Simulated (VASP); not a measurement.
# ScW (Pm-3m) in VASP: a series of runs, part 2 of 2

VASP 6.6.1. Earlier steps stand in the parts before.

## Step 3: Single point, PBE

Contents of INCAR:

```
SYSTEM = ScW
PREC = Accurate
ENCUT = 500
EDIFF = 1E-6
ISMEAR = 0
SIGMA = 0.2
LREAL = .False.
LASPH = .True.
NELM = 120
ALGO = Normal
ISIF = 2
LWAVE = .False.
LCHARG = .False.
GGA = PE
NBANDS = 20
GGA_COMPAT = .False.
```

Contents of KPOINTS:

```
regular mesh
0
Gamma
  6 6 6
  0 0 0
```

Contents of POSCAR:

```
ScW
1.0
    3.3339746139      0.0000000000      0.0000000000
    0.0000000000      3.3339746139      0.0000000000
    0.0000000000      0.0000000000      3.3339746139
Sc W
1 1
Direct
    0.5000000000      0.5000000000      0.5000000000
    0.0000000000      0.0000000000      0.0000000000
```

Potentials or basis: VASP PAW PBE potentials, release 64 (Sc_sv, W_sv).

Run with:

```sh
$ cat potpaw_PBE.64/Sc_sv/POTCAR potpaw_PBE.64/W_sv/POTCAR > POTCAR
$ mpirun -np 1 vasp_std > vasp.out
```

OUTCAR:

```text
SYSTEM = ScW
   PREC = Accurate
   ENCUT = 500
   EDIFF = 1E-6
   ISMEAR = 0
   LREAL = .False.
   LASPH = .True.
   NELM = 120
   ISIF = 2
   GGA = PE

 ion  position               nearest neighbor table
   1  0.500  0.500  0.500-   2 2.89   2 2.89   2 2.89   2 2.89   2 2.89   2 2.89   2 2.89   2 2.89

   2  0.000  0.000  0.000-   1 2.89   1 2.89   1 2.89   1 2.89   1 2.89   1 2.89   1 2.89   1 2.89

  LATTYP: Found a simple cubic cell.
 ALAT       =     3.3339746139

  Lattice vectors:

 A1 = (   3.3339746139,   0.0000000000,   0.0000000000)
 A2 = (   0.0000000000,   3.3339746139,   0.0000000000)
 A3 = (   0.0000000000,   0.0000000000,   3.3339746139)

Analysis of symmetry for initial positions (statically):
=====================================================================
 Subroutine PRICEL returns:
 Original cell was already a primitive cell.

 Routine SETGRP: Setting up the symmetry group for a
 simple cubic supercell.

 Subroutine GETGRP returns: Found 48 space group operations
 (whereof 48 operations were pure point group operations)
 out of a pool of 48 trial point group operations.

The static configuration has the point symmetry O_h .

Analysis of symmetry for dynamics (positions and initial velocities):
[... 151 lines left out ...]

  energy without entropy =      -17.90698201  energy(sigma->0) =      -17.95148906

 E-fermi :   6.8203     XC(G=0): -11.9295

 val. band max:        6.8131653410   @ k =   0.3333   0.3333   0.0000
 cond. band min:       6.8384535668   @ k =   0.5000   0.1667   0.0000
 fundamental gap:      0.0252882257
 Fermi energy:         6.8203200493

 k-point     1 :       0.0000    0.0000    0.0000
  band No.  band energies     occupation
      1     -66.5620      2.00000
      2     -41.3099      2.00000
      3     -30.7054      2.00000
      4     -30.7054      2.00000
      5     -30.7054      2.00000
      6     -19.9049      2.00000
[... 449 lines left out ...]
     19      13.0047      0.00000
     20      16.6552      0.00000

------------------------ aborting loop because EDIFF is reached ----------------------------------------

  FORCE on cell =-STRESS in cart. coord.  units (eV):
  Direction    XX          YY          ZZ          XY          YZ          ZX
  --------------------------------------------------------------------------------------
  -------------------------------------------------------------------------------------
  Total       -0.0266101     -0.0266101     -0.0266101     -0.0000000      0.0000000      0.0000000
  in kB       -1.1504578     -1.1504578     -1.1504578     -0.0000000      0.0000000      0.0000000
  external PRESSURE =      -1.1504578 kB  Pullay stress =       0.0000000 kB

 VOLUME and BASIS-vectors are now :
 -----------------------------------------------------------------------------
  energy-cutoff  :      500.00
  volume of cell :       37.06
      direct lattice vectors                 reciprocal lattice vectors
     3.333974614  0.000000000  0.000000000     0.299942296  0.000000000  0.000000000
     0.000000000  3.333974614  0.000000000     0.000000000  0.299942296  0.000000000
     0.000000000  0.000000000  3.333974614     0.000000000  0.000000000  0.299942296

 POSITION                                       TOTAL-FORCE (eV/Angst)
 -----------------------------------------------------------------------------------
      1.66699      1.66699      1.66699         0.000000      0.000000      0.000000
      0.00000      0.00000      0.00000         0.000000      0.000000      0.000000
 -----------------------------------------------------------------------------------
    total drift:                                0.000000      0.000000     -0.000000

  FREE ENERGIE OF THE ION-ELECTRON SYSTEM (eV)
  ---------------------------------------------------
  free  energy   TOTEN  =       -17.9959961124 eV

  energy  without entropy=      -17.9069820088  energy(sigma->0) =      -17.95148906
```

OSZICAR:

```text
N       E                     dE             d eps       ncg     rms          rms(c)
DAV:   1     0.249343201593E+03    0.24934E+03   -0.12602E+04   832   0.134E+03
DAV:   2    -0.906605748896E+01   -0.25841E+03   -0.25477E+03   808   0.458E+02
DAV:   3    -0.187841282230E+02   -0.97181E+01   -0.90715E+01  1168   0.936E+01
DAV:   4    -0.190975913197E+02   -0.31346E+00   -0.31190E+00  1060   0.164E+01
DAV:   5    -0.191039367070E+02   -0.63454E-02   -0.63452E-02  1056   0.234E+00    0.154E+01
DAV:   6    -0.181780192754E+02    0.92592E+00   -0.15085E+00  1064   0.140E+01    0.545E+00
DAV:   7    -0.180029154106E+02    0.17510E+00   -0.56515E-01  1060   0.766E+00    0.822E-01
DAV:   8    -0.179966944506E+02    0.62210E-02   -0.12770E-02   840   0.110E+00    0.280E-01
DAV:   9    -0.179960270948E+02    0.66736E-03   -0.21335E-03  1056   0.445E-01    0.106E-01
DAV:  10    -0.179960110565E+02    0.16038E-04   -0.37307E-04  1064   0.228E-01    0.530E-02
DAV:  11    -0.179959963100E+02    0.14747E-04   -0.18279E-05  1024   0.345E-02    0.378E-03
DAV:  12    -0.179959961124E+02    0.19757E-06   -0.35653E-07   464   0.743E-03
   1 F= -.17995996E+02 E0= -.17951489E+02  d E =-.890141E-01
```

stdout:

```text
POSCAR found type information on POSCAR ScW
 POSCAR found :  2 types and       2 ions
 scaLAPACK will be used
 LDA part: xc-table for (Slater+PW92), standard interpolation
 POSCAR, INCAR and KPOINTS ok, starting setup
 FFT: planning ... GRIDC
 FFT: planning ... GRID_SOFT
 FFT: planning ... GRID
 WAVECAR not read
 entering main loop
```

Run time: 9.7 s. Hardware: 1 thread of Intel Xeon 8259CL, shared host; peak memory 0.14 GiB.

What came out:

* Free energy: -17.9960 eV
* Pressure: -0.1 GPa
* Band gap on the k mesh: zero (an odd number of electrons rules out a gap without spin polarisation)

Levels at points of the mesh, in eV from the Fermi level:
```csv
k point,band 10,band 11,band 12,band 13,band 14,band 15
"(0.00, 0.00, 0.00)",-2.92,-2.92,0.87,0.87,0.87,3.83
"(0.50, 0.00, 0.00)",-2.09,-1.40,0.45,0.45,1.03,1.97
"(0.50, 0.50, 0.00)",-3.13,-0.88,-0.88,1.46,1.46,2.97
"(0.50, 0.50, 0.50)",-1.56,-1.56,0.09,0.09,0.09,3.38
```

Caveat: spin-orbit coupling is left out, which moves the levels of the heavy elements.

## Step 4: Single point, PBE

Contents of INCAR:

```
SYSTEM = ScW
ALGO = Normal ; EDIFF = 1E-6
ENCUT = 500 ; GGA = PE
GGA_COMPAT = .False. ; ISIF = 2
ISMEAR = 0 ; LASPH = .True.
LCHARG = .False. ; LREAL = .False.
LWAVE = .False. ; NBANDS = 20
NELM = 120 ; PREC = Accurate
SIGMA = 0.2
```

Contents of KPOINTS:

```
k-points
0
Gamma
  6 6 6
  0 0 0
```

Contents of POSCAR:

```
ScW
1.0
    3.3314125731      0.0000000000      0.0000000000
    0.0000000000      3.3314125731      0.0000000000
    0.0000000000      0.0000000000      3.3314125731
Sc W
1 1
Direct
    0.0000000000      0.0000000000      0.0000000000
    0.5000000000      0.5000000000      0.5000000000
```

Run with:

```sh
$ cat potpaw_PBE.64/Sc_sv/POTCAR potpaw_PBE.64/W_sv/POTCAR > POTCAR
$ mpirun -np 1 vasp_std > vasp.out
```

Wall time 9.5 s (1 thread of Intel Xeon 8259CL, shared host); peak memory 0.15 GiB.

Results (log left out):

- Free energy: -17.9959 eV
- Pressure: 0.2 GPa
- Band gap on the k mesh: zero (an odd number of electrons rules out a gap without spin polarisation)

Levels at points of the mesh, in eV from the Fermi level:
| k point | band 10 | band 11 | band 12 | band 13 | band 14 | band 15 |
| --- | --- | --- | --- | --- | --- | --- |
| (0.00, 0.00, 0.00) | -2.93 | -2.93 | 0.87 | 0.87 | 0.87 | 3.84 |
| (0.50, 0.00, 0.00) | -2.09 | -1.40 | 0.46 | 0.46 | 1.03 | 1.97 |
| (0.50, 0.50, 0.00) | -3.13 | -0.89 | -0.89 | 1.47 | 1.47 | 2.98 |
| (0.50, 0.50, 0.50) | -1.56 | -1.56 | 0.09 | 0.09 | 0.09 | 3.39 |

Caveat: spin-orbit coupling is left out, which moves the levels of the heavy elements.

## Step 5: The runs side by side

```csv
cell,gap on the mesh (eV),pressure (GPa)
"a = 3.332 Å, 2 atoms",none,0.1
"a = 3.334 Å, 2 atoms",none,-0.1
"a = 3.331 Å, 2 atoms",none,0.2
```

Alike in all rows: task single point; level PBE; potentials or basis VASP PAW PBE potentials, release 64 (Sc_sv, W_sv); no spin polarisation; k mesh 6 × 6 × 6; cutoff (eV) 500; smearing gaussian 0.2 eV.

Caveats: spin-orbit coupling is left out, which moves the levels of the heavy elements.

Absolute energies hang on the potentials; compare differences alone.

The gap in the log of VASP goes by the Fermi energy; the results here count the filled bands.